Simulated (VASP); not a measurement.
# Ni (Fm-3m) in VASP: further runs, part 2 of 2

VASP 6.6.1. The steps go on from the part before.

## 3. Relaxation of cell and atoms, PBEsol, collinear spin, ferromagnetic start

This run uses another cell than the first one, of 10.94 Å³/atom.

The input, INCAR:

```
ALGO = Normal
EDIFF = 1E-6
EDIFFG = -0.03
ENCUT = 600
GGA = PS
IBRION = 2
ISIF = 3
ISMEAR = -1
ISPIN = 2
LASPH = True
LCHARG = False
LMAXMIX = 4
LORBIT = 11
LREAL = False
LWAVE = False
MAGMOM = 1.5
NELM = 150
NSW = 80
PREC = Accurate
SIGMA = 0.02
```

The input, KPOINTS:

```
k-points
0
Gamma
  11 11 11
```

The input, POSCAR:

```
Ni
1.0
    0.0000000000      1.7619350000      1.7619350000
    1.7619350000      0.0000000000      1.7619350000
    1.7619350000      1.7619350000      0.0000000000
Ni
1
Direct
    0.0000000000      0.0000000000      0.0000000000
```

Potentials or basis: VASP PAW PBE potentials, release 64 (Ni).

Run with:

```
> cat potpaw_PBE.64/Ni/POTCAR > POTCAR
> mpirun -np 1 vasp_std > vasp.out
```

OUTCAR:

```text
EDIFF = 1E-6
   EDIFFG = -0.03
   ENCUT = 600
   GGA = PS
   IBRION = 2
   ISIF = 3
   ISMEAR = -1
   ISPIN = 2
   LASPH = True
   LORBIT = 11
   LREAL = False
   NELM = 150
   NSW = 80
   PREC = Accurate

 ion  position               nearest neighbor table
   1  0.000  0.000  0.000-

  LATTYP: Found a face centered cubic cell.
 ALAT       =     3.5238700000

  Lattice vectors:

 A1 = (   0.0000000000,   1.7619350000,   1.7619350000)
 A2 = (   1.7619350000,   0.0000000000,   1.7619350000)
 A3 = (   1.7619350000,   1.7619350000,   0.0000000000)

Analysis of symmetry for initial positions (statically):
=====================================================================
 Subroutine PRICEL returns:
 Original cell was already a primitive cell.

 Routine SETGRP: Setting up the symmetry group for a
 face centered cubic supercell.

 Subroutine GETGRP returns: Found 48 space group operations
 (whereof 48 operations were pure point group operations)
 out of a pool of 48 trial point group operations.

The static configuration has the point symmetry O_h .

Analysis of symmetry for dynamics (positions and initial velocities):
=====================================================================
 Subroutine PRICEL returns:
 Original cell was already a primitive cell.

 Routine SETGRP: Setting up the symmetry group for a
 face centered cubic supercell.

 Subroutine GETGRP returns: Found 48 space group operations
 (whereof 48 operations were pure point group operations)
 out of a pool of 48 trial point group operations.

The dynamic configuration has the point symmetry O_h .

Analysis of structural, dynamic, and magnetic symmetry:
=====================================================================
 Subroutine PRICEL returns:
 Original cell was already a primitive cell.

 Routine SETGRP: Setting up the symmetry group for a
 face centered cubic supercell.

 Subroutine GETGRP returns: Found 48 space group operations
 (whereof 48 operations were pure point group operations)
 out of a pool of 48 trial point group operations.

The overall configuration has the point symmetry O_h .

 Subroutine INISYM returns: Found 48 space group operations
 (whereof 48 operations are pure point group operations),
 and found     1 'primitive' translations

----------------------------------------------------------------------------------------

                                     Primitive cell

  volume of cell :      10.9396

  direct lattice vectors                    reciprocal lattice vectors
     0.000000000  1.761935000  1.761935000    -0.283778914  0.283778914  0.283778914
     1.761935000  0.000000000  1.761935000     0.283778914 -0.283778914  0.283778914
     1.761935000  1.761935000  0.000000000     0.283778914  0.283778914 -0.283778914

  length of vectors
     2.491752373  2.491752373  2.491752373     0.491519496  0.491519496  0.491519496

  position of ions in fractional coordinates (direct lattice)
     0.000000000  0.000000000  0.000000000

  ion indices of the primitive-cell ions
   primitive index   ion index
                 1           1

[... 59 lines left out ...]
   NGX,Y,Z   is equivalent  to a cutoff of  13.34, 13.34, 13.34 a.u.
   NGXF,Y,Z  is equivalent  to a cutoff of  26.69, 26.69, 26.69 a.u.
 SYSTEM =  unknown system
   PREC   = accura    normal or accurate (medium, high low for compatibility)
   ISTART =      0    job   : 0-new  1-cont  2-samecut
   ICHARG =      2    charge: 1-file 2-atom 10-const
   ISPIN  =      2    spin polarized calculation?
   LNONCOLLINEAR =      F non collinear calculations
   LSORBIT =      F    spin-orbit coupling
   LASPH  =      T    aspherical Exc in radial PAW
   ENCUT  =  600.0 eV  44.10 Ry    6.64 a.u.   4.98  4.98  4.98*2*pi/ulx,y,z
   NELM   =    150;   NELMIN=  2; NELMDL= -5     # of ELM steps
   EDIFF  = 0.1E-05   stopping-criterion for ELM
   LREAL  =      F    real-space projection
   EDIFFG = -.3E-01   stopping-criterion for IOM
   NSW    =     80    number of steps for IOM
   IBRION =      2    ionic relax: 0-MD 1-quasi-New 2-CG
   NFREE  =      1    steps in history (QN), initial steepest desc. (CG)
   ISIF   =      3    stress and relaxation
   ISYM   =      2    0-nonsym 1-usesym 2-fastsym
   POTIM  = 0.5000    time-step for ionic-motion
   TEBEG  =    0.0;   TEEND  =   0.0 temperature during run
   PSTRESS=    0.0 pullay stress
   NELECT =      10.0000    total number of electrons
   NUPDOWN=      -1.0000    fix difference up-down
   EMIN   =  10.00;   EMAX   =-10.00  energy-range for DOS
   EFERMI =   0.00;   METHOD = LEGACY
   ISMEAR =    -1;   SIGMA  =   0.02  broadening in eV -4-tet -1-fermi 0-gaus
   EFERMI_NEDOS =   21; number of points for ismear=-14 and -15
   IALGO  =     38    algorithm
   IMIX   =      4    mixing-type and parameters
     AMIX     =   0.40;   BMIX     =  1.00
     AMIX_MAG =   1.60;   BMIX_MAG =  1.00
  volume/ion in A,a.u.               =      10.94        73.82
  Fermi-wavevector in a.u.,A,eV,Ry     =   1.588821  3.002436 34.345893  2.524352
  Thomas-Fermi vector in A             =   2.687765
   LORBIT       =     11    0 simple, 1 ext, 2 COOP (PROOUT), +10 PAW based schemes
   GGA     = PS    functional components
   LHFCALC =     F    Hartree Fock is set to
   AEXX    =    0.0000 exact exchange contribution
   IVDW    =     0    specifies the selected vdW correction
   LEPSILON=     F    determine dielectric tensor
   LRPA    =     F    only Hartree local field effects (RPA)
 conjugate gradient relaxation of ions
 spin polarized calculation
  energy-cutoff  :      600.00
  volume of cell :       10.94
 maximum number of plane-waves:       375
   NGX =  9   NGY =  9   NGZ =  9

--------------------------------------- Ionic step        1  -------------------------------------------

 number of electron      10.0000010 magnetization       0.5713668

 Free energy of the ion-electron system (eV)
  ---------------------------------------------------
  ext. energy  EPLUGINS =         0.00000000
  ---------------------------------------------------
  free energy    TOTEN  =        -6.11782295 eV

  energy without entropy =       -6.11556426  energy(sigma->0) =       -6.11669361

------------------------ aborting loop because EDIFF is reached ----------------------------------------

  FORCE on cell =-STRESS in cart. coord.  units (eV):
  Direction    XX          YY          ZZ          XY          YZ          ZX
  --------------------------------------------------------------------------------------
  -------------------------------------------------------------------------------------
  Total       -0.7517510     -0.7517510     -0.7517510      0.0000000      0.0000000      0.0000000
  in kB     -110.0994046   -110.0994046   -110.0994046      0.0000000      0.0000000      0.0000000
  external PRESSURE =    -110.0994046 kB  Pullay stress =       0.0000000 kB
[... 22 lines left out ...]
--------------------------------------- Ionic step        2  -------------------------------------------

 number of electron      10.0000001 magnetization       0.5665596

 E-fermi :  10.7695     XC(G=0): -14.0727

 val. band max:       10.7341798496   @ k =  -0.4545   0.4545   0.0000
 cond. band min:      10.7780302804   @ k =   0.3636   0.2727   0.0000
 fundamental gap:      0.0438504308
 Fermi energy:        10.7694809156

 spin component 1

 k-point     1 :       0.0000    0.0000    0.0000
  band No.  band energies     occupation
      1       0.9441      1.00000
      2       8.0746      1.00000
      3       8.0746      1.00000
      4       8.0746      1.00000
      5       9.4329      1.00000
      6       9.4329      1.00000
      7      35.3461      0.00000
      8      40.0262      0.00000
      9      40.0262      0.00000
     10      40.0263      0.00000
[... 649 lines left out ...]
--------------------------------------- Ionic step        3  -------------------------------------------

 number of electron       9.9999994 magnetization       0.5676475

 Free energy of the ion-electron system (eV)
  ---------------------------------------------------
  ext. energy  EPLUGINS =         0.00000000
  ---------------------------------------------------
  free energy    TOTEN  =        -6.13919432 eV

  energy without entropy =       -6.13713315  energy(sigma->0) =       -6.13816373

 E-fermi :   9.9073     XC(G=0): -13.7292

 val. band max:        9.8720113980   @ k =  -0.4545   0.4545   0.0000
 cond. band min:       9.9182319602   @ k =   0.3636   0.2727   0.0000
 fundamental gap:      0.0462205623
 Fermi energy:         9.9072691520

 spin component 1

 k-point     1 :       0.0000    0.0000    0.0000
  band No.  band energies     occupation
      1       0.4964      1.00000
      2       7.3749      1.00000
      3       7.3749      1.00000
      4       7.3749      1.00000
      5       8.6302      1.00000
      6       8.6302      1.00000
      7      34.0156      0.00000
      8      38.2455      0.00000
      9      38.2455      0.00000
     10      38.2455      0.00000
[... 643 lines left out ...]
  FREE ENERGIE OF THE ION-ELECTRON SYSTEM (eV)
  ---------------------------------------------------
  free  energy   TOTEN  =        -6.1391943202 eV

  energy  without entropy=       -6.1371331477  energy(sigma->0) =       -6.13816373

 reached required accuracy - stopping structural energy minimisation

 total charge

# of ion       s       p       d       tot
------------------------------------------
    1        0.521   0.548   8.337   9.406

 magnetization (x)

# of ion       s       p       d       tot
------------------------------------------
    1       -0.007  -0.026   0.607   0.574
```

CONTCAR:

```text
Ni
   1.00000000000000
    -0.0000000000000000    1.7301344690592113    1.7301344690592113
     1.7301344690592113    0.0000000000000000    1.7301344690592113
     1.7301344690592113    1.7301344690592113   -0.0000000000000000
  Ni
     1
Direct
     0.0000000000000000    0.0000000000000000    0.0000000000000000

  0.00000000E+00  0.00000000E+00  0.00000000E+00
```

It took 63 s on 1 thread of Intel Xeon 8259CL, shared host; peak memory 0.14 GiB.

What came out:

| Quantity | Value |
| --- | --- |
| Free energy | -6.1392 eV |
| Relaxed volume | 10.36 Å³/atom |
| Relaxed cell | a = 2.447 Å, b = 2.447 Å, c = 2.447 Å, α = 60.00°, β = 60.00°, γ = 60.00° |
| Space group after relaxing (to 0.1 Å) | Fm-3m (No. 225) |
| Energy gained by relaxing | 21.4 meV/atom |
| Ionic steps | 3 |
| Pressure after relaxing | -0.1 GPa |
| Net moment | 0.57 μB per cell |
| Site moments | Ni +0.57 μB |
| Valence electrons inside the program's atomic spheres | Ni 9.41 |

Step by step:
| step | energy change (eV) | largest force (eV/Å) | pressure (GPa) | volume (Å³) |
| --- | --- | --- | --- | --- |
| 1 | 0.0000 | 0.0000 | -11.01 | 10.94 |
| 2 | 0.0031 | 0.0000 | 14.80 | 9.79 |
| 3 | -0.0214 | 0.0000 | -0.09 | 10.36 |

Final structure:
```cif
data_structure
_symmetry_space_group_name_H-M 'P 1'
_symmetry_Int_Tables_number 1
_cell_length_a 2.4468
_cell_length_b 2.4468
_cell_length_c 2.4468
_cell_angle_alpha 60.000
_cell_angle_beta 60.000
_cell_angle_gamma 60.000
_cell_volume 10.36
loop_
_atom_site_label
_atom_site_type_symbol
_atom_site_fract_x
_atom_site_fract_y
_atom_site_fract_z
_atom_site_occupancy
Ni1 Ni 0.00000 0.00000 0.00000 1
```

Caveat: the PAW data sets were made with another functional, which shifts forces and pressure a little.
